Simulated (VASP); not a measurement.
# TiNi (P4/mmm) in VASP: notebook

Runs on TiNi. Level: PBEsol. Tasks: single point.

Everything below comes from runs of VASP 6.6.1. Logs are shortened: lines on timing, memory, paths and dates and some standing lists are left out, and cuts for length are marked.

### Step 1. The cell of the first run

It takes space group P4/mmm (No. 123, tetragonal). The conventional cell has a = 2.599 Å, b = 2.599 Å, c = 3.402 Å, α = 90.00°, β = 90.00°, γ = 90.00°. Ti (site symmetry 4/mmm) has 8 Ni at 2.50 Å and 4 Ti at 2.60 Å within 3.3 Å. Within 3.3 Å of Ni (site symmetry 4/mmm) lie 8 Ti at 2.50 Å and 4 Ni at 2.60 Å.

### Step 2. Single point, PBEsol (strain -0.050 along x and y, -0.050 along z)

Contents of INCAR:

```
SYSTEM = TiNi
ALGO     = Fast           ! electronic algorithm
EDIFF    = 1E-6           ! SCF threshold, eV
ENCUT    = 520            ! plane-wave cutoff, eV
GGA      = PS             ! functional
ISIF     = 2              ! what is computed and relaxed
ISMEAR   = 0              ! smearing method
LASPH    = .True.         ! aspherical terms in the spheres
LCHARG   = .True.         ! write CHGCAR
LELF     = .True.         ! ELF
LREAL    = .False.        ! projectors in reciprocal space
LVHAR    = .True.       
LWAVE    = .False.        ! write WAVECAR
NBANDS   = 18             ! bands
NELM     = 80             ! most SCF steps
PREC     = Accurate       ! precision mode
SIGMA    = 0.15           ! smearing width, eV
```

Contents of KPOINTS:

```
k-points
0
Gamma
  18 18 14
  0 0 0
```

Contents of POSCAR:

```
TiNi
1.0
    2.5990128500      0.0000000000      0.0000000000
    0.0000000000      2.5990128500      0.0000000000
    0.0000000000      0.0000000000      3.4023395000
Ti Ni
1 1
Direct
    0.5000000000      0.5000000000      0.5000000000
    0.0000000000      0.0000000000      0.0000000000
```

Potentials or basis: VASP PAW PBE potentials, release 64 (Ti_sv, Ni).

The run is started by

```console
> cat potpaw_PBE.64/Ti_sv/POTCAR potpaw_PBE.64/Ni/POTCAR > POTCAR
> mpirun -np 1 vasp_std > vasp.out
```

OUTCAR:

```text
SYSTEM = TiNi
   EDIFF = 1E-6
   ENCUT = 520
   GGA = PS
   ISIF = 2
   ISMEAR = 0
   LASPH = .True.
   LREAL = .False.
   NELM = 80
   PREC = Accurate

 ion  position               nearest neighbor table
   1  0.500  0.500  0.500-   2 2.50   2 2.50   2 2.50   2 2.50   2 2.50   2 2.50   2 2.50   2 2.50

   2  0.000  0.000  0.000-   1 2.50   1 2.50   1 2.50   1 2.50   1 2.50   1 2.50   1 2.50   1 2.50

  LATTYP: Found a simple tetragonal cell.
 ALAT       =     2.5990128500
 C/A-ratio  =     1.3090891413

  Lattice vectors:

 A1 = (   2.5990128500,   0.0000000000,   0.0000000000)
 A2 = (   0.0000000000,   2.5990128500,   0.0000000000)
 A3 = (   0.0000000000,   0.0000000000,   3.4023395000)

Analysis of symmetry for initial positions (statically):
=====================================================================
 Subroutine PRICEL returns:
 Original cell was already a primitive cell.

 Routine SETGRP: Setting up the symmetry group for a
 simple tetragonal supercell.

 Subroutine GETGRP returns: Found 16 space group operations
 (whereof 16 operations were pure point group operations)
 out of a pool of 16 trial point group operations.

The static configuration has the point symmetry D_4h.

Analysis of symmetry for dynamics (positions and initial velocities):
=====================================================================
 Subroutine PRICEL returns:
 Original cell was already a primitive cell.

 Routine SETGRP: Setting up the symmetry group for a
 simple tetragonal supercell.

 Subroutine GETGRP returns: Found 16 space group operations
 (whereof 16 operations were pure point group operations)
 out of a pool of 16 trial point group operations.

The dynamic configuration has the point symmetry D_4h.

 Subroutine INISYM returns: Found 16 space group operations
 (whereof 16 operations are pure point group operations),
 and found     1 'primitive' translations

----------------------------------------------------------------------------------------

                                     Primitive cell

  volume of cell :      22.9824

  direct lattice vectors                    reciprocal lattice vectors
     2.599012850  0.000000000  0.000000000     0.384761468  0.000000000  0.000000000
     0.000000000  2.599012850  0.000000000     0.000000000  0.384761468  0.000000000
     0.000000000  0.000000000  3.402339500     0.000000000  0.000000000  0.293915407

  length of vectors
     2.599012850  2.599012850  3.402339500     0.384761468  0.384761468  0.293915407

  position of ions in fractional coordinates (direct lattice)
     0.500000000  0.500000000  0.500000000
     0.000000000  0.000000000  0.000000000

  ion indices of the primitive-cell ions
   primitive index   ion index
                 1           1
                 2           2

----------------------------------------------------------------------------------------

 KPOINTS: k-points

Automatic generation of k-mesh.
 Grid dimensions read from file:
 generate k-points for:   18   18   14

 Generating k-lattice:

  Cartesian coordinates                     Fractional coordinates (reciprocal lattice)
     0.021375637  0.000000000  0.000000000     0.055555556  0.000000000  0.000000000
     0.000000000  0.021375637  0.000000000     0.000000000  0.055555556  0.000000000
     0.000000000  0.000000000  0.020993958     0.000000000  0.000000000  0.071428571

  Length of vectors
     0.021375637  0.021375637  0.020993958

  Shift w.r.t. Gamma in fractional coordinates (k-lattice)
     0.000000000  0.000000000  0.000000000

 Subroutine IBZKPT returns following result:
 ===========================================

 Found    440 irreducible k-points:

 Following reciprocal coordinates:
            Coordinates               Weight
  0.000000  0.000000  0.000000      1.000000
  0.055556  0.000000  0.000000      4.000000
  0.111111  0.000000  0.000000      4.000000
  0.166667  0.000000  0.000000      4.000000
  0.222222  0.000000  0.000000      4.000000
  0.277778  0.000000  0.000000      4.000000
[... 16 lines left out ...]
  0.277778  0.111111  0.000000      8.000000
  0.333333  0.111111  0.000000      8.000000
 [... further k-points ...]
   k-points           NKPTS =    440   k-points in BZ     NKDIM =    440   number of bands    NBANDS=     18
   number of dos      NEDOS =    301   number of ions     NIONS =      2
   total plane-waves  NPLWV =  11200
   dimension x,y,z NGX =    20 NGY =   20 NGZ =   28
   dimension x,y,z NGXF=    40 NGYF=   40 NGZF=   56
   ions per type =               1   1
   NGX,Y,Z   is equivalent  to a cutoff of  12.79, 12.79, 13.68 a.u.
   NGXF,Y,Z  is equivalent  to a cutoff of  25.59, 25.59, 27.36 a.u.
 SYSTEM =  TiNi
   PREC   = accura    normal or accurate (medium, high low for compatibility)
   ISTART =      0    job   : 0-new  1-cont  2-samecut
   ICHARG =      2    charge: 1-file 2-atom 10-const
   ISPIN  =      1    spin polarized calculation?
   LNONCOLLINEAR =      F non collinear calculations
   LSORBIT =      F    spin-orbit coupling
   LASPH  =      T    aspherical Exc in radial PAW
   ENCUT  =  520.0 eV  38.22 Ry    6.18 a.u.   4.83  4.83  6.33*2*pi/ulx,y,z
   NELM   =     80;   NELMIN=  2; NELMDL= -5     # of ELM steps
   EDIFF  = 0.1E-05   stopping-criterion for ELM
   LREAL  =      F    real-space projection
   EDIFFG = 0.1E-04   stopping-criterion for IOM
   NSW    =      0    number of steps for IOM
   IBRION =     -1    ionic relax: 0-MD 1-quasi-New 2-CG
   NFREE  =      0    steps in history (QN), initial steepest desc. (CG)
   ISIF   =      2    stress and relaxation
   ISYM   =      2    0-nonsym 1-usesym 2-fastsym
   POTIM  = 0.5000    time-step for ionic-motion
   TEBEG  =    0.0;   TEEND  =   0.0 temperature during run
   PSTRESS=    0.0 pullay stress
   NELECT =      22.0000    total number of electrons
   NUPDOWN=      -1.0000    fix difference up-down
   EMIN   =  10.00;   EMAX   =-10.00  energy-range for DOS
   EFERMI =   0.00;   METHOD = LEGACY
   ISMEAR =     0;   SIGMA  =   0.15  broadening in eV -4-tet -1-fermi 0-gaus
   EFERMI_NEDOS =   21; number of points for ismear=-14 and -15
   IALGO  =     68    algorithm
   IMIX   =      4    mixing-type and parameters
     AMIX     =   0.40;   BMIX     =  1.00
     AMIX_MAG =   1.60;   BMIX_MAG =  1.00
  volume/ion in A,a.u.               =      11.49        77.55
  Fermi-wavevector in a.u.,A,eV,Ry     =   1.613433  3.048946 35.418217  2.603166
  Thomas-Fermi vector in A             =   2.708503
   LORBIT       =      0    0 simple, 1 ext, 2 COOP (PROOUT), +10 PAW based schemes
   GGA     = PS    functional components
   LHFCALC =     F    Hartree Fock is set to
   AEXX    =    0.0000 exact exchange contribution
   IVDW    =     0    specifies the selected vdW correction
   LEPSILON=     F    determine dielectric tensor
   LRPA    =     F    only Hartree local field effects (RPA)
 non-spin polarized calculation
 RMM-DIIS sequential band-by-band and
 Gauss-broadening in eV      SIGMA  =   0.15
  energy-cutoff  :      520.00
  volume of cell :       22.98
 maximum number of plane-waves:       644
 NGX is ok and might be reduce to    20
   NGX =  9   NGY =  9   NGZ = 13

 number of electron      22.0000012 magnetization

 Free energy of the ion-electron system (eV)
  ---------------------------------------------------
  ext. energy  EPLUGINS =         0.00000000
  ---------------------------------------------------
  free energy    TOTEN  =       -14.98839144 eV

  energy without entropy =      -14.96447693  energy(sigma->0) =      -14.97643419

 E-fermi :  11.2384     XC(G=0): -13.4830

 val. band max:       11.2382789895   @ k =   0.5000   0.1111   0.0714
 cond. band min:      11.2385953852   @ k =   0.3889   0.3333   0.5000
 fundamental gap:      0.0003163957
 Fermi energy:        11.2384477872

 k-point     1 :       0.0000    0.0000    0.0000
  band No.  band energies     occupation
      1     -45.1066      2.00000
      2     -21.4546      2.00000
      3     -20.9434      2.00000
      4     -20.9434      2.00000
      5       2.9698      2.00000
      6       6.4864      2.00000
[... 10 lines left out ...]
     17      24.7538      0.00000
     18      24.7541      0.00000

 k-point     2 :       0.0556    0.0000    0.0000
  band No.  band energies     occupation
      1     -45.1020      2.00000
      2     -21.4512      2.00000
      3     -20.9760      2.00000
      4     -20.9407      2.00000
      5       3.0524      2.00000
      6       6.5336      2.00000
[... 10 lines left out ...]
     17      24.2306      0.00000
     18      24.9105      0.00000

 k-point     3 :       0.1111    0.0000    0.0000
  band No.  band energies     occupation
      1     -45.0890      2.00000
      2     -21.4414      2.00000
      3     -21.0691      2.00000
      4     -20.9329      2.00000
      5       3.2961      2.00000
      6       6.6684      2.00000
[... 10 lines left out ...]
     17      23.0357      0.00000
     18      25.3586      0.00000

 k-point     4 :       0.1667    0.0000    0.0000
  band No.  band energies     occupation
      1     -45.0688      2.00000
      2     -21.4262      2.00000
      3     -21.2099      2.00000
      4     -20.9208      2.00000
      5       3.6894      2.00000
      6       6.8729      2.00000
[... 375 lines left out ...]
      4     -21.0267      2.00000
      5       4.4973      2.00000
      6       7.2270      2.00000
[... 10 lines left out ...]
     17      20.5673      0.00000
     18      24.7992      0.00000

 k-point    23 :       0.2778    0.1111    0.0000
  band No.  band energies     occupation
      1     -45.0005      2.00000
      2     -21.5414      2.00000
      3     -21.3737      2.00000
      4     -21.0093      2.00000
      5       5.0987      2.00000
      6       7.4590      2.00000
[... 10 lines left out ...]
     17      21.0845      0.00000
     18      24.5473      0.00000

 k-point    24 :       0.3333    0.1111    0.0000
  band No.  band energies     occupation
      1     -44.9756      2.00000
      2     -21.7038      2.00000
      3     -21.3547      2.00000
      4     -20.9928      2.00000
      5       5.7594      2.00000
      6       7.6858      2.00000
[... 10 lines left out ...]
     17      22.1915      0.00000
     18      24.4121      0.00000

 [... further k-points ...]
[... 5 lines left out ...]
  --------------------------------------------------------------------------------------
  -------------------------------------------------------------------------------------
  Total        3.4453704      3.4453704      3.7052585      0.0000000      0.0000000     -0.0000000
  in kB      240.1883811    240.1883811    258.3060628      0.0000000      0.0000000     -0.0000000
  external PRESSURE =     246.2276083 kB  Pullay stress =       0.0000000 kB

 VOLUME and BASIS-vectors are now :
 -----------------------------------------------------------------------------
  energy-cutoff  :      520.00
  volume of cell :       22.98
      direct lattice vectors                 reciprocal lattice vectors
     2.599012850  0.000000000  0.000000000     0.384761468  0.000000000  0.000000000
     0.000000000  2.599012850  0.000000000     0.000000000  0.384761468  0.000000000
     0.000000000  0.000000000  3.402339500     0.000000000  0.000000000  0.293915407

 POSITION                                       TOTAL-FORCE (eV/Angst)
 -----------------------------------------------------------------------------------
      1.29951      1.29951      1.70117         0.000000      0.000000      0.000000
      0.00000      0.00000      0.00000         0.000000      0.000000      0.000000
 -----------------------------------------------------------------------------------
    total drift:                               -0.000000      0.000000      0.000000

  FREE ENERGIE OF THE ION-ELECTRON SYSTEM (eV)
  ---------------------------------------------------
  free  energy   TOTEN  =       -14.9883914429 eV

  energy  without entropy=      -14.9644769312  energy(sigma->0) =      -14.97643419
```

Run time: 3.8 min. Hardware: 1 thread of Intel Xeon 6975P-C, shared host; peak memory 0.3 GiB.

What came out:

| Item | Value |
| --- | --- |
| Free energy | -14.9884 eV |
| Pressure | 24.6 GPa |
| Band gap on the k mesh | zero (band 11 reaches 13.85 eV, above the bottom of band 12 at 9.89 eV) |

Stress tensor (GPa, compression positive):
```
24.02  0.00  0.00
 0.00 24.02  0.00
 0.00  0.00 25.83
```

Caveat: the cell differs from its parent crystal (strain -0.050 along x and y, -0.050 along z); the PAW data sets were made with another functional, which shifts forces and pressure a little. Spin polarisation is off, so any magnetic state and its effect on volume and gap are missing.

[end of part 1 of 2]
